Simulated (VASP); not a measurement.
Set up this calculation in VASP 6.6.1, as the native input.

| Property | Result |
| --- | --- |
| Task | single point |
| Functional | PBE |
| Potentials or basis | VASP PAW PBE potentials, release 64 (Hf_pv, H) |
| Cutoff | 520 eV |
| k mesh | 18 × 18 × 10 |
| Occupations | gaussian, width 0.1 eV |
| Spin | no spin polarisation |
| Dipole correction | no |
| Further INCAR settings | ALGO = Normal; EDIFF = 1e-06; NBANDS = 19 |

The structure of HfH lies in POSCAR:

```
HfH
1.0
    3.2063130069      0.0000000000      0.0000000000
   -1.6031565035      2.7767485164      0.0000000000
    0.0000000000      0.0000000000      5.3282068769
Hf H
2 2
Direct
    0.3333333333      0.6666666667      0.7500000000
    0.6666666667      0.3333333333      0.2500000000
    0.0000000000      0.0000000000      0.0000000000
    0.0000000000      0.0000000000      0.5000000000
```

These files were run (other wordings do the same):

INCAR

```
SYSTEM = HfH
PREC = Accurate ; ENCUT = 520
EDIFF = 1E-6 ; ISMEAR = 0
SIGMA = 0.1 ; LREAL = .False.
LASPH = .True. ; NELM = 100
ALGO = Normal ; ISIF = 2
LWAVE = .False. ; LCHARG = .True.
GGA = PE ; LELF = .True.
LVHAR = .True. ; NBANDS = 19
```

KPOINTS

```
Automatic mesh
0
Gamma
  18 18 10
  0 0 0
```

Potentials or basis: VASP PAW PBE potentials, release 64 (Hf_pv, H).

Run with:

```sh
$ cat potpaw_PBE.64/Hf_pv/POTCAR potpaw_PBE.64/H/POTCAR > POTCAR
$ mpirun -np 1 vasp_std > vasp.out
```

It gave:

```yaml
Pressure: -0.7 GPa
Band_gap_on_the_k_mesh: zero (band 11 reaches 6.40 eV, above the bottom of band 12 at 4.20 eV)
```

Caveat: spin-orbit coupling is left out, which moves the levels of the heavy elements.

Wall time 2.5 min on 1 thread of Intel(R) Xeon(R) Platinum 8259CL CPU @ 2.50GHz (Skylake/Cascade Lake) (shared host), peak memory 0.29 GiB.
